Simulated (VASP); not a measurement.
# Hf7SiO16 (a cell with a defect) in VASP: single point with PBEsol

Aim: the single point of Hf7SiO16 (a cell with a defect) with PBEsol.

All numbers are computed with VASP 6.6.1; they aren't measurements. Logs are shortened: lines on timing, memory, paths and dates and some standing lists are left out, and cuts for length are marked.

## 1. The cell of the first run

The cell holds a defect, 24 atoms: a = 6.691 Å, b = 7.264 Å, c = 7.264 Å, α = 90.91°, β = 116.23°, γ = 116.23°.

## 2. Single point, PBEsol

Contents of INCAR:

```
SYSTEM = Hf7SiO16
  PREC = Accurate
  ENCUT = 520
  EDIFF = 1E-7
  ISMEAR = 0
  SIGMA = 0.02
  LREAL = Auto
  LASPH = .TRUE.
  NELM = 100
  ALGO = Normal
  ISIF = 2
  LWAVE = .FALSE.
  LCHARG = .FALSE.
  GGA = PS
  NBANDS = 103
```

Contents of KPOINTS:

```
Automatic mesh
0
Gamma
  2 2 2
  0.5 0.5 0.5
```

Contents of POSCAR:

```
Hf7SiO16
1.0
   -4.2172844662      0.0000000000     -5.1949677708
    5.0956762483      5.1770571954     -0.0019235202
    5.0956762483     -5.1770571954     -0.0019235202
Si Hf O
1 7 16
Direct
    0.3148858221      0.0031087273      0.5409404166
    0.2861877090      0.5039716695      0.0508707896
    0.2220904457      0.4392109789      0.4912014145
    0.2053143172      0.9451349785      0.9844783556
    0.7082423430      0.4847592562      0.9401062681
    0.7242863560      0.9909674002      0.4526826222
    0.7705808857      0.0423237855     -0.0112603788
    0.7978554609      0.5630175565      0.5079662812
    0.0810446750      0.0938454602      0.4300497859
    0.0332513581      0.6082964620      0.8796083284
    0.4289334442      0.1108428178      0.8325268199
    0.4589162175      0.6346392852      0.3719922711
    0.9550810705      0.3657034532      0.1359002498
    0.9205981218      0.8628628387      0.6598320547
    0.5421828905      0.3874553613      0.6097957156
    0.5384931892      0.8912796531      0.1179748731
    0.6275524320      0.0253342632      0.6781262421
    0.6350473056      0.4985329636      0.1869673204
    0.8592366531      0.8068114863      1.0004590965
    0.8766436060      0.3138329265      0.4886632068
    0.3680051595      0.5066681658      0.8084315700
    0.3583575829      0.9982203551      0.3212996056
    0.1558107943      0.7342047999      0.5190203095
    0.1314021603      0.1889753556      0.0023667816
```

Potentials or basis: VASP PAW PBE potentials, release 64 (Si, Hf_pv, O).

Run with:

```bash
$ cat potpaw_PBE.64/Si/POTCAR potpaw_PBE.64/Hf_pv/POTCAR potpaw_PBE.64/O/POTCAR > POTCAR
$ mpirun -np 1 vasp_std > vasp.out
```

OUTCAR:

```text
SYSTEM = Hf7SiO16
   PREC = Accurate
   ENCUT = 520
   EDIFF = 1E-7
   ISMEAR = 0
   LREAL = Auto
   LASPH = .TRUE.
   NELM = 100
   ISIF = 2
   GGA = PS

 ion  position               nearest neighbor table
   1  0.315  0.003  0.541-  23 1.73  22 1.75  17 1.80   9 1.83  11 1.92  15 2.43   6 3.11   7 3.22
                             8 3.42   3 3.48
   2  0.286  0.504  0.051-  24 2.00  21 2.06  12 2.06  10 2.07  18 2.11  13 2.36  16 2.46   5 3.32
                             8 3.40   7 3.42   3 3.42   4 3.49   5 3.52   6 3.55   4 3.84
   3  0.222  0.439  0.491-  21 2.01  20 2.07  12 2.13  15 2.14   9 2.21  13 2.28  23 2.39   5 3.31
                             6 3.37   8 3.38   2 3.42   1 3.48   8 3.49   7 3.60
   4  0.205  0.945  0.984-  24 2.05  14 2.13  10 2.14  19 2.14  22 2.14  11 2.19  16 2.22   7 3.29
                             5 3.40   8 3.43   2 3.49   6 3.50   7 3.51   2 3.84
   5  0.708  0.485  0.940-  19 2.04  18 2.07  15 2.09  21 2.13  13 2.17  10 2.20  11 2.37   3 3.31
                             2 3.32   4 3.40   7 3.42   8 3.46   2 3.52
   6  0.724  0.991  0.453-  17 2.06  14 2.06  20 2.06  16 2.11  22 2.23   9 2.25  12 2.27   1 3.11
                             8 3.36   3 3.37   4 3.50   7 3.53   2 3.55   7 3.77
   7  0.771  0.042  0.989-  17 2.00  19 2.04  16 2.08  13 2.09  24 2.12  11 2.34   9 2.85   1 3.22
                             4 3.29   2 3.42   5 3.42   4 3.51   6 3.53   3 3.60   6 3.77
   8  0.798  0.563  0.508-  18 2.03  14 2.04  15 2.08  20 2.12  23 2.12  12 2.34  10 2.37   6 3.36
                             3 3.38   2 3.40   1 3.42   4 3.43   5 3.46   3 3.49
   9  0.081  0.094  0.430-   1 1.83   3 2.21   6 2.25   7 2.85
  10  0.033  0.608  0.880-   2 2.07   4 2.14   5 2.20   8 2.37
  11  0.429  0.111  0.833-   1 1.92   4 2.19   7 2.34   5 2.37
  12  0.459  0.635  0.372-   2 2.06   3 2.13   6 2.27   8 2.34
  13  0.955  0.366  0.136-   7 2.09   5 2.17   3 2.28   2 2.36
  14  0.921  0.863  0.660-   8 2.04   6 2.06   4 2.13
  15  0.542  0.387  0.610-   8 2.08   5 2.09   3 2.14   1 2.43
  16  0.538  0.891  0.118-   7 2.08   6 2.11   4 2.22   2 2.46
  17  0.628  0.025  0.678-   1 1.80   7 2.00   6 2.06
  18  0.635  0.499  0.187-   8 2.03   5 2.07   2 2.11
  19  0.859  0.807  0.000-   7 2.04   5 2.04   4 2.14
  20  0.877  0.314  0.489-   6 2.06   3 2.07   8 2.12
  21  0.368  0.507  0.808-   3 2.01   2 2.06   5 2.13
  22  0.358  0.998  0.321-   1 1.75   4 2.14   6 2.23
  23  0.156  0.734  0.519-   1 1.73   8 2.12   3 2.39
  24  0.131  0.189  0.002-   2 2.00   4 2.05   7 2.12

  LATTYP: Found a base centered monoclinic cell.
 ALAT       =    10.1913532227
 B/A-ratio  =     1.0159705158
 C/A-ratio  =     0.6565640642
 COS(beta)  =    -0.6299729650

  Lattice vectors:

 A1 = (   5.0956762483,   5.1770571954,  -0.0019235202)
 A2 = (   5.0956762483,  -5.1770571954,  -0.0019235202)
 A3 = (  -4.2172844662,   0.0000000000,  -5.1949677708)

Analysis of symmetry for initial positions (statically):
=====================================================================
 Subroutine PRICEL returns:
 Original cell was already a primitive cell.

 Routine SETGRP: Setting up the symmetry group for a
 base centered monoclinic supercell.

 Subroutine GETGRP returns: Found  1 space group operations
 (whereof  1 operations were pure point group operations)
 out of a pool of  4 trial point group operations.

The static configuration has the point symmetry C_1 .

Analysis of symmetry for dynamics (positions and initial velocities):
=====================================================================
 Subroutine PRICEL returns:
 Original cell was already a primitive cell.

 Routine SETGRP: Setting up the symmetry group for a
 base centered monoclinic supercell.

 Subroutine GETGRP returns: Found  1 space group operations
 (whereof  1 operations were pure point group operations)
 out of a pool of  4 trial point group operations.

The dynamic configuration has the point symmetry C_1 .

 Subroutine INISYM returns: Found  1 space group operations
 (whereof  1 operations are pure point group operations),
 and found     1 'primitive' translations

----------------------------------------------------------------------------------------

                                     Primitive cell

  volume of cell :     274.1768

  direct lattice vectors                    reciprocal lattice vectors
    -4.217284466  0.000000000 -5.194967771    -0.000072641  0.000000000 -0.192435006
     5.095676248  5.177057195 -0.001923520     0.098092344  0.096579964 -0.079631547
     5.095676248 -5.177057195 -0.001923520     0.098092344 -0.096579964 -0.079631547

  length of vectors
[... 59 lines left out ...]
Automatic generation of k-mesh.
 Grid dimensions read from file:
 generate k-points for:    2    2    2

 Generating k-lattice:

  Cartesian coordinates                     Fractional coordinates (reciprocal lattice)
    -0.000036320  0.000000000 -0.096217503     0.500000000  0.000000000  0.000000000
     0.049046172  0.048289982 -0.039815773     0.000000000  0.500000000  0.000000000
     0.049046172 -0.048289982 -0.039815773     0.000000000  0.000000000  0.500000000

  Length of vectors
     0.096217510  0.079515691  0.079515691

  Shift w.r.t. Gamma in fractional coordinates (k-lattice)
     0.500000000  0.500000000  0.500000000

 Subroutine IBZKPT returns following result:
 ===========================================

 Found      4 irreducible k-points:

 Following reciprocal coordinates:
            Coordinates               Weight
  0.250000  0.250000  0.250000      2.000000
 -0.250000  0.250000  0.250000      2.000000
  0.250000 -0.250000  0.250000      2.000000
 -0.250000 -0.250000  0.250000      2.000000
   k-points           NKPTS =      4   k-points in BZ     NKDIM =      4   number of bands    NBANDS=    103
   number of dos      NEDOS =    301   number of ions     NIONS =     24
   total plane-waves  NPLWV = 145800
   dimension x,y,z NGX =    50 NGY =   54 NGZ =   54
   dimension x,y,z NGXF=   100 NGYF=  108 NGZF=  108
   ions per type =               1   7  16
   NGX,Y,Z   is equivalent  to a cutoff of  12.42, 12.36, 12.36 a.u.
   NGXF,Y,Z  is equivalent  to a cutoff of  24.85, 24.72, 24.72 a.u.
 SYSTEM =  Hf7SiO16
   PREC   = accura    normal or accurate (medium, high low for compatibility)
   ISTART =      0    job   : 0-new  1-cont  2-samecut
   ICHARG =      2    charge: 1-file 2-atom 10-const
   ISPIN  =      1    spin polarized calculation?
   LNONCOLLINEAR =      F non collinear calculations
   LSORBIT =      F    spin-orbit coupling
   LASPH  =      T    aspherical Exc in radial PAW
   ENCUT  =  520.0 eV  38.22 Ry    6.18 a.u.  12.44 13.51 13.51*2*pi/ulx,y,z
   NELM   =    100;   NELMIN=  2; NELMDL= -5     # of ELM steps
   EDIFF  = 0.1E-06   stopping-criterion for ELM
   LREAL  =      T    real-space projection
   EDIFFG = 0.1E-05   stopping-criterion for IOM
   NSW    =      0    number of steps for IOM
   IBRION =     -1    ionic relax: 0-MD 1-quasi-New 2-CG
   NFREE  =      0    steps in history (QN), initial steepest desc. (CG)
   ISIF   =      2    stress and relaxation
   ISYM   =      2    0-nonsym 1-usesym 2-fastsym
   POTIM  = 0.5000    time-step for ionic-motion
   TEBEG  =    0.0;   TEEND  =   0.0 temperature during run
   PSTRESS=    0.0 pullay stress
   NELECT =     170.0000    total number of electrons
   NUPDOWN=      -1.0000    fix difference up-down
   EMIN   =  10.00;   EMAX   =-10.00  energy-range for DOS
   EFERMI =   0.00;   METHOD = LEGACY
   ISMEAR =     0;   SIGMA  =   0.02  broadening in eV -4-tet -1-fermi 0-gaus
   EFERMI_NEDOS =   21; number of points for ismear=-14 and -15
   IALGO  =     38    algorithm
   IMIX   =      4    mixing-type and parameters
     AMIX     =   0.40;   BMIX     =  1.00
     AMIX_MAG =   1.60;   BMIX_MAG =  1.00
  volume/ion in A,a.u.               =      11.42        77.09
  Fermi-wavevector in a.u.,A,eV,Ry     =   1.395985  2.638030 26.514700  1.948775
  Thomas-Fermi vector in A             =   2.519384
   LORBIT       =      0    0 simple, 1 ext, 2 COOP (PROOUT), +10 PAW based schemes
   GGA     = PS    functional components
   LHFCALC =     F    Hartree Fock is set to
   AEXX    =    0.0000 exact exchange contribution
   IVDW    =     0    specifies the selected vdW correction
   LEPSILON=     F    determine dielectric tensor
   LRPA    =     F    only Hartree local field effects (RPA)
 non-spin polarized calculation
 Gauss-broadening in eV      SIGMA  =   0.02
  energy-cutoff  :      520.00
  volume of cell :      274.18
 maximum number of plane-waves:      7406
 NGX is ok and might be reduce to    50
   NGX = 25   NGY = 27   NGZ = 27

 number of electron     170.0000008 magnetization

 Free energy of the ion-electron system (eV)
  ---------------------------------------------------
  ext. energy  EPLUGINS =         0.00000000
  ---------------------------------------------------
  free energy    TOTEN  =      -245.42029635 eV

  energy without entropy =     -245.42029635  energy(sigma->0) =     -245.42029635

 E-fermi :   3.2995     XC(G=0): -11.5860

 val. band max:        3.1193766758   @ k =  -0.2500   0.2500   0.2500
 cond. band min:       7.2247206838   @ k =  -0.2500  -0.2500   0.2500
 fundamental gap:      4.1053440080
 Fermi energy:         3.2994813525

 k-point     1 :       0.2500    0.2500    0.2500
  band No.  band energies     occupation
      1     -26.5037      2.00000
      2     -26.4587      2.00000
      3     -26.4422      2.00000
      4     -26.4169      2.00000
      5     -26.3750      2.00000
      6     -26.3619      2.00000
[... 389 lines left out ...]
     96       9.0250      0.00000
     97       9.1771      0.00000
 [bands above 97 left out]

------------------------ aborting loop because EDIFF is reached ----------------------------------------

  FORCE on cell =-STRESS in cart. coord.  units (eV):
  Direction    XX          YY          ZZ          XY          YZ          ZX
  --------------------------------------------------------------------------------------
  -------------------------------------------------------------------------------------
  Total      -11.8588845    -16.4427208     -5.5680753     -5.3641489     -2.9836250      0.1147842
  in kB      -69.2984808    -96.0845489    -32.5375597    -31.3458967    -17.4350865      0.6707523
  external PRESSURE =     -65.9735298 kB  Pullay stress =       0.0000000 kB

 VOLUME and BASIS-vectors are now :
 -----------------------------------------------------------------------------
  energy-cutoff  :      520.00
  volume of cell :      274.18
      direct lattice vectors                 reciprocal lattice vectors
    -4.217284466  0.000000000 -5.194967771    -0.000072641  0.000000000 -0.192435006
     5.095676248  5.177057195 -0.001923520     0.098092344  0.096579964 -0.079631547
     5.095676248 -5.177057195 -0.001923520     0.098092344 -0.096579964 -0.079631547

 POSITION                                       TOTAL-FORCE (eV/Angst)
 -----------------------------------------------------------------------------------
      1.44434     -2.78439     -1.63687         0.045971      0.017736     -0.017699
      1.62036      2.34573     -1.48780        -0.044599      0.000536     -0.067533
      3.80446     -0.26916     -1.15554         0.019403     -0.056841      0.004914
      8.96682     -0.20368     -1.07031         0.033555     -0.015146      0.118172
      4.27379     -2.35736     -3.68204         0.064229      0.061810      0.043545
      4.30185      2.78673     -3.76542         0.042925     -0.025430      0.044762
[... 16 lines left out ...]
      5.72893      1.11402     -0.81184        -0.049056     -0.131066      0.130634
      0.42086      0.96608     -0.68300         0.011598     -0.023554      0.027097
 -----------------------------------------------------------------------------------
    total drift:                                0.006201      0.005508     -0.002936

  FREE ENERGIE OF THE ION-ELECTRON SYSTEM (eV)
  ---------------------------------------------------
  free  energy   TOTEN  =      -245.4202963537 eV

  energy  without entropy=     -245.4202963537  energy(sigma->0) =     -245.42029635
```

Run time: 5.3 min. Hardware: 1 thread of Intel Xeon 6975P-C, shared host; peak memory 0.41 GiB.

What came out:

| Quantity | Value |
| --- | --- |
| Free energy | -245.4203 eV |
| Pressure | -6.6 GPa |
| Largest force | 0.204 eV/Å |
| Band gap on the k mesh | 4.11 eV |

Forces on the atoms (eV/Å):
```
Si   0.046  0.018 -0.018
Hf  -0.045  0.001 -0.068
Hf   0.019 -0.057  0.005
Hf   0.034 -0.015  0.118
Hf   0.064  0.062  0.044
Hf   0.043 -0.025  0.045
Hf  -0.060  0.017 -0.061
Hf   0.017 -0.008 -0.043
O    0.118  0.070  0.083
O    0.052 -0.017 -0.016
O    0.065 -0.084 -0.051
O   -0.050 -0.012  0.021
O   -0.045  0.014  0.015
O   -0.047 -0.009  0.003
O    0.095  0.074 -0.041
O    0.042  0.026 -0.011
O   -0.042 -0.047 -0.104
O    0.022  0.029  0.035
O   -0.036  0.040 -0.018
O   -0.034  0.017 -0.035
O   -0.048 -0.039 -0.019
O   -0.173  0.101 -0.040
O   -0.049 -0.131  0.131
O    0.012 -0.024  0.027
```

Levels at points of the mesh, in eV from the valence-band top:
```csv
k point,band 81,band 82,band 83,band 84,band 85,band 86,band 87,band 88,band 89,band 90
"(0.25, 0.25, 0.25)",-0.72,-0.62,-0.53,-0.42,-0.13,4.25,4.50,4.65,4.84,5.08
```

Caveat: the k points lie up to 0.60 Å⁻¹ apart; the PAW data sets were made with another functional, which shifts forces and pressure a little; spin-orbit coupling is left out, which moves the levels of the heavy elements.
